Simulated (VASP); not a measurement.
# TeAs2 (R-3m) in VASP: single point with r2SCAN

Aim: the single point of TeAs2 with r2SCAN.

All numbers are computed with VASP 6.6.1; they aren't measurements. Logs are shortened: lines on timing, memory, paths and dates and some standing lists are left out, and cuts for length are marked.

## (1) The cell of the first run

It takes space group R-3m (No. 166, trigonal). Conventional cell: a = 3.843 Å, b = 3.843 Å, c = 16.928 Å, α = 90.00°, β = 90.00°, γ = 120.00°. Within 3.9 Å of Te (site symmetry -3m) lie 8 As at 3.00 to 3.63 Å and 6 Te at 3.84 Å. As (site symmetry 3m) has 9 As at 2.74 to 3.84 Å and 4 Te at 3.00 to 3.63 Å within 3.9 Å.

## (2) Single point, r2SCAN

The input, POSCAR:

```
TeAs2
1.0
    1.9213671378      1.1093018342      5.6425739191
   -1.9213671378      1.1093018342      5.6425739191
    0.0000000000     -2.2186036684      5.6425739191
Te As
1 2
Direct
    0.0000000000      0.0000000000      0.0000000000
    0.7857557739      0.7857557739      0.7857557739
    0.2142442261      0.2142442261      0.2142442261
```

The input, INCAR.step1:

```
SYSTEM = TeAs2
PREC = Accurate ; ENCUT = 520
ISMEAR = 0 ; SIGMA = 0.1
LREAL = .FALSE. ; LASPH = .TRUE.
NELM = 100 ; NBANDS = 15
GGA = PE ; ALGO = Normal
EDIFF = 1E-4 ; LWAVE = .TRUE.
LCHARG = .FALSE.
```

The input, INCAR.step2:

```
SYSTEM = TeAs2
PREC = Accurate ; ENCUT = 520
EDIFF = 1E-6 ; ISMEAR = 0
SIGMA = 0.1 ; LREAL = .FALSE.
LASPH = .TRUE. ; NELM = 100
ALGO = Normal ; ISIF = 2
LWAVE = .FALSE. ; LCHARG = .FALSE.
METAGGA = R2SCAN ; LMIXTAU = .TRUE.
NBANDS = 15 ; ISTART = 1
```

The input, KPOINTS:

```
regular mesh
0
G
  12 12 12
  0 0 0
```

Potentials or basis: VASP PAW PBE potentials, release 64 (Te, As).

On the command line:

```bash
> cat potpaw_PBE.64/Te/POTCAR potpaw_PBE.64/As/POTCAR > POTCAR
> cp INCAR.step1 INCAR
> mpirun -np 1 vasp_std > vasp.out
> cp INCAR.step2 INCAR
> mpirun -np 1 vasp_std > vasp.out
```

OUTCAR:

```text
SYSTEM = TeAs2
   PREC = Accurate
   ENCUT = 520
   EDIFF = 1E-6
   ISMEAR = 0
   LREAL = .FALSE.
   LASPH = .TRUE.
   NELM = 100
   ISIF = 2
   METAGGA = R2SCAN
   ISTART = 1

 ion  position               nearest neighbor table
   1  0.000  0.000  0.000-   2 3.00   3 3.00   2 3.00   2 3.00   3 3.00   3 3.00
   2  0.786  0.786  0.786-   3 2.74   3 2.74   3 2.74   1 3.00   1 3.00   1 3.00
   3  0.214  0.214  0.214-   2 2.74   2 2.74   2 2.74   1 3.00   1 3.00   1 3.00

  LATTYP: Found a trigonal (rhomboedric) cell.
 ALAT       =     6.0630720489
 COS(alpha) =     0.7991530438

  Lattice vectors:

 A1 = (   1.9213671378,   1.1093018342,   5.6425739191)
 A2 = (  -1.9213671378,   1.1093018342,   5.6425739191)
 A3 = (   0.0000000000,  -2.2186036684,   5.6425739191)

Analysis of symmetry for initial positions (statically):
=====================================================================
 Subroutine PRICEL returns:
 Original cell was already a primitive cell.

 Routine SETGRP: Setting up the symmetry group for a
 trigonal (rhombohedral) supercell.

 Subroutine GETGRP returns: Found 12 space group operations
 (whereof 12 operations were pure point group operations)
 out of a pool of 12 trial point group operations.

The static configuration has the point symmetry D_3d.

Analysis of symmetry for dynamics (positions and initial velocities):
=====================================================================
 Subroutine PRICEL returns:
 Original cell was already a primitive cell.

 Routine SETGRP: Setting up the symmetry group for a
 trigonal (rhombohedral) supercell.

 Subroutine GETGRP returns: Found 12 space group operations
 (whereof 12 operations were pure point group operations)
 out of a pool of 12 trial point group operations.

The dynamic configuration has the point symmetry D_3d.

 Subroutine INISYM returns: Found 12 space group operations
 (whereof 12 operations are pure point group operations),
 and found     1 'primitive' translations

----------------------------------------------------------------------------------------

                                     Primitive cell

  volume of cell :      72.1587

  direct lattice vectors                    reciprocal lattice vectors
     1.921367138  1.109301834  5.642573919     0.260231369  0.150244651  0.059074695
    -1.921367138  1.109301834  5.642573919    -0.260231369  0.150244651  0.059074695
     0.000000000 -2.218603668  5.642573919     0.000000000 -0.300489302  0.059074695

  length of vectors
     6.063072049  6.063072049  6.063072049     0.306241147  0.306241147  0.306241147

  position of ions in fractional coordinates (direct lattice)
     0.000000000  0.000000000  0.000000000
     0.785755774  0.785755774  0.785755774
     0.214244226  0.214244226  0.214244226

  ion indices of the primitive-cell ions
   primitive index   ion index
                 1           1
                 2           2
                 3           3

----------------------------------------------------------------------------------------

 KPOINTS: regular mesh

Automatic generation of k-mesh.
 Grid dimensions read from file:
 generate k-points for:   12   12   12

 Generating k-lattice:

  Cartesian coordinates                     Fractional coordinates (reciprocal lattice)
     0.021685947  0.012520388  0.004922891     0.083333333 -0.000000000 -0.000000000
    -0.021685947  0.012520388  0.004922891    -0.000000000  0.083333333 -0.000000000
     0.000000000 -0.025040775  0.004922891    -0.000000000 -0.000000000  0.083333333

  Length of vectors
     0.025520096  0.025520096  0.025520096

  Shift w.r.t. Gamma in fractional coordinates (k-lattice)
     0.000000000  0.000000000  0.000000000

 Subroutine IBZKPT returns following result:
 ===========================================

 Found    189 irreducible k-points:

 Following reciprocal coordinates:
            Coordinates               Weight
  0.000000  0.000000  0.000000      1.000000
  0.083333  0.000000  0.000000      6.000000
  0.166667  0.000000  0.000000      6.000000
  0.250000  0.000000 -0.000000      6.000000
  0.333333  0.000000  0.000000      6.000000
  0.416667  0.000000 -0.000000      6.000000
[... 16 lines left out ...]
  0.500000  0.166667  0.000000     12.000000
 -0.416667  0.166667  0.000000     12.000000
 [... further k-points ...]
   k-points           NKPTS =    189   k-points in BZ     NKDIM =    189   number of bands    NBANDS=     15
   number of dos      NEDOS =    301   number of ions     NIONS =      3
   total plane-waves  NPLWV = 110592
   dimension x,y,z NGX =    48 NGY =   48 NGZ =   48
   dimension x,y,z NGXF=    96 NGYF=   96 NGZF=   96
   ions per type =               1   2
   NGX,Y,Z   is equivalent  to a cutoff of  13.16, 13.16, 13.16 a.u.
   NGXF,Y,Z  is equivalent  to a cutoff of  26.32, 26.32, 26.32 a.u.
 SYSTEM =  TeAs2
   PREC   = accura    normal or accurate (medium, high low for compatibility)
   ISTART =      1    job   : 0-new  1-cont  2-samecut
   ICHARG =      0    charge: 1-file 2-atom 10-const
   ISPIN  =      1    spin polarized calculation?
   LNONCOLLINEAR =      F non collinear calculations
   LSORBIT =      F    spin-orbit coupling
   LASPH  =      T    aspherical Exc in radial PAW
   ENCUT  =  520.0 eV  38.22 Ry    6.18 a.u.  11.27 11.27 11.27*2*pi/ulx,y,z
   NELM   =    100;   NELMIN=  2; NELMDL=  0     # of ELM steps
   EDIFF  = 0.1E-05   stopping-criterion for ELM
   LREAL  =      F    real-space projection
   EDIFFG = 0.1E-04   stopping-criterion for IOM
   NSW    =      0    number of steps for IOM
   IBRION =     -1    ionic relax: 0-MD 1-quasi-New 2-CG
   NFREE  =      0    steps in history (QN), initial steepest desc. (CG)
   ISIF   =      2    stress and relaxation
   ISYM   =      2    0-nonsym 1-usesym 2-fastsym
   POTIM  = 0.5000    time-step for ionic-motion
   TEBEG  =    0.0;   TEEND  =   0.0 temperature during run
   PSTRESS=    0.0 pullay stress
   NELECT =      16.0000    total number of electrons
   NUPDOWN=      -1.0000    fix difference up-down
   EMIN   =  10.00;   EMAX   =-10.00  energy-range for DOS
   EFERMI =   0.00;   METHOD = LEGACY
   ISMEAR =     0;   SIGMA  =   0.10  broadening in eV -4-tet -1-fermi 0-gaus
   EFERMI_NEDOS =   21; number of points for ismear=-14 and -15
   IALGO  =     38    algorithm
   IMIX   =      4    mixing-type and parameters
     AMIX     =   0.40;   BMIX     =  1.00
     AMIX_MAG =   1.60;   BMIX_MAG =  1.00
  volume/ion in A,a.u.               =      24.05       162.32
  Fermi-wavevector in a.u.,A,eV,Ry     =   0.990874  1.872481 13.358637  0.981832
  Thomas-Fermi vector in A             =   2.122576
   LORBIT       =      0    0 simple, 1 ext, 2 COOP (PROOUT), +10 PAW based schemes
   METAGGA = R2SCAN    functional components
   LHFCALC =     F    Hartree Fock is set to
   AEXX    =    0.0000 exact exchange contribution
   IVDW    =     0    specifies the selected vdW correction
   LEPSILON=     F    determine dielectric tensor
   LRPA    =     F    only Hartree local field effects (RPA)
 non-spin polarized calculation
 Gauss-broadening in eV      SIGMA  =   0.10
  energy-cutoff  :      520.00
  volume of cell :       72.16
 maximum number of plane-waves:      1970
 NGX is ok and might be reduce to    48
   NGX = 23   NGY = 23   NGZ = 23

 number of electron      16.0000000 magnetization

 Free energy of the ion-electron system (eV)
  ---------------------------------------------------
  ext. energy  EPLUGINS =         0.00000000
  ---------------------------------------------------
  free energy    TOTEN  =       -53.89292853 eV

  energy without entropy =      -53.88693301  energy(sigma->0) =      -53.88993077

 E-fermi :   6.0561     XC(G=0): -10.4433

 val. band max:        6.0464571112   @ k =   0.5000   0.4167   0.3333
 cond. band min:       6.0757905277   @ k =  -0.3333   0.4167   0.3333
 fundamental gap:      0.0293334165
 Fermi energy:         6.0561259028

 k-point     1 :       0.0000    0.0000    0.0000
  band No.  band energies     occupation
      1      -8.9351      2.00000
      2      -4.9048      2.00000
      3      -3.9707      2.00000
      4       4.2849      2.00000
      5       4.7662      2.00000
      6       4.7662      2.00000
      7       5.4320      2.00000
      8       5.4320      2.00000
      9       5.7557      1.99998
     10       8.1418      0.00000
     11       8.1418      0.00000
     12      11.0513      0.00000
     13      13.2464      0.00000
     14      13.2464      0.00000
     15      13.6152      0.00000

 k-point     2 :       0.0833    0.0000    0.0000
  band No.  band energies     occupation
      1      -8.8486      2.00000
      2      -4.9040      2.00000
      3      -3.8782      2.00000
      4       3.1434      2.00000
      5       4.3449      2.00000
      6       4.5858      2.00000
      7       5.3208      2.00000
      8       5.6377      2.00000
      9       6.8293      0.00000
     10       8.0144      0.00000
     11       8.3656      0.00000
     12      10.5760      0.00000
     13      12.9702      0.00000
     14      13.5658      0.00000
     15      13.7414      0.00000

 k-point     3 :       0.1667    0.0000    0.0000
  band No.  band energies     occupation
      1      -8.5917      2.00000
      2      -4.8722      2.00000
      3      -3.6803      2.00000
      4       1.8385      2.00000
      5       3.2019      2.00000
      6       4.2101      2.00000
      7       4.9968      2.00000
      8       5.9598      1.82694
      9       7.7133      0.00000
     10       7.9581      0.00000
     11       8.9152      0.00000
     12       9.8856      0.00000
     13      12.6385      0.00000
     14      13.7704      0.00000
     15      14.2835      0.00000

 k-point     4 :       0.2500    0.0000   -0.0000
  band No.  band energies     occupation
      1      -8.1755      2.00000
      2      -4.7776      2.00000
      3      -3.5871      2.00000
      4       0.8438      2.00000
      5       2.2152      2.00000
      6       3.8379      2.00000
      7       4.5730      2.00000
      8       5.4867      2.00000
      9       7.6535      0.00000
     10       7.9304      0.00000
     11       9.5535      0.00000
     12       9.9062      0.00000
     13      12.4138      0.00000
     14      13.9246      0.00000
     15      14.6355      0.00000
[... 307 lines left out ...]
 k-point    22 :       0.4167    0.1667   -0.0000
  band No.  band energies     occupation
      1      -7.2918      2.00000
      2      -4.9770      2.00000
      3      -3.7938      2.00000
      4       0.7929      2.00000
      5       1.5127      2.00000
      6       2.0957      2.00000
      7       3.9711      2.00000
      8       4.9879      2.00000
      9       7.1503      0.00000
     10       9.0401      0.00000
     11       9.3673      0.00000
     12       9.7434      0.00000
     13      12.6403      0.00000
     14      13.8563      0.00000
     15      14.6673      0.00000

 k-point    23 :       0.5000    0.1667    0.0000
  band No.  band energies     occupation
      1      -6.7026      2.00000
      2      -4.7714      2.00000
      3      -4.4434      2.00000
      4       0.4981      2.00000
      5       1.4775      2.00000
      6       2.0400      2.00000
      7       3.5648      2.00000
      8       3.9810      2.00000
      9       7.2331      0.00000
     10       9.1145      0.00000
     11       9.3878      0.00000
     12       9.9059      0.00000
     13      12.8441      0.00000
     14      14.6637      0.00000
     15      15.2970      0.00000

 k-point    24 :      -0.4167    0.1667    0.0000
  band No.  band energies     occupation
      1      -6.4294      2.00000
      2      -4.8322      2.00000
      3      -4.5146      2.00000
      4       0.2996      2.00000
      5       1.1641      2.00000
      6       2.2940      2.00000
      7       2.8700      2.00000
      8       4.3213      2.00000
      9       7.3015      0.00000
     10       9.0872      0.00000
     11       9.1947      0.00000
     12      10.1375      0.00000
     13      13.0692      0.00000
     14      14.8293      0.00000
     15      16.1804      0.00000

 [... further k-points ...]

------------------------ aborting loop because EDIFF is reached ----------------------------------------

  FORCE on cell =-STRESS in cart. coord.  units (eV):
  Direction    XX          YY          ZZ          XY          YZ          ZX
  --------------------------------------------------------------------------------------
  -------------------------------------------------------------------------------------
  Total       -0.0212994     -0.0212994     -0.0418786      0.0000000      0.0000000      0.0000000
  in kB       -0.4729211     -0.4729211     -0.9298532      0.0000000      0.0000000      0.0000000
  external PRESSURE =      -0.6252318 kB  Pullay stress =       0.0000000 kB

 VOLUME and BASIS-vectors are now :
 -----------------------------------------------------------------------------
  energy-cutoff  :      520.00
  volume of cell :       72.16
      direct lattice vectors                 reciprocal lattice vectors
     1.921367138  1.109301834  5.642573919     0.260231369  0.150244651  0.059074695
    -1.921367138  1.109301834  5.642573919    -0.260231369  0.150244651  0.059074695
     0.000000000 -2.218603668  5.642573919     0.000000000 -0.300489302  0.059074695

 POSITION                                       TOTAL-FORCE (eV/Angst)
 -----------------------------------------------------------------------------------
      0.00000      0.00000      0.00000         0.000000      0.000000      0.000000
      0.00000      0.00000     13.30106         0.000000      0.000000     -0.002947
      0.00000      0.00000      3.62667         0.000000     -0.000000      0.002947
 -----------------------------------------------------------------------------------
    total drift:                               -0.000000      0.000000     -0.000000

  FREE ENERGIE OF THE ION-ELECTRON SYSTEM (eV)
  ---------------------------------------------------
  free  energy   TOTEN  =       -53.8929285328 eV

  energy  without entropy=      -53.8869330052  energy(sigma->0) =      -53.88993077
```

Wall time 12 min (1 thread of Intel Xeon 6975P-C (Granite Rapids), shared host); peak memory 0.5 GiB.

Results:

* Free energy: -53.8929 eV
* Pressure: -0.1 GPa
* Band gap on the k mesh: zero (bands 8 and 9 overlap by 2.21 eV)

Forces on the atoms (eV/Å):
```
Te   0.000  0.000  0.000
As   0.000  0.000 -0.003
As   0.000  0.000  0.003
```

Levels at points of the mesh, in eV from the Fermi level:
```
           k point  band 6  band 7  band 8  band 9  band 10  band 11
(0.00, 0.00, 0.00)   -1.29   -0.62   -0.62   -0.30     2.09     2.09
(0.50, 0.00, 0.00)   -3.25   -2.71   -2.26    0.38     1.63     4.01
(0.50, 0.50, 0.00)   -3.41   -2.54    0.45    0.69     1.31     1.59
(0.50, 0.50, 0.50)   -1.94    1.04    1.04    1.21     1.21     1.89
```

Caveat: the PAW data sets were made with another functional, which shifts forces and pressure a little; spin-orbit coupling is left out, which moves the levels of the heavy elements.
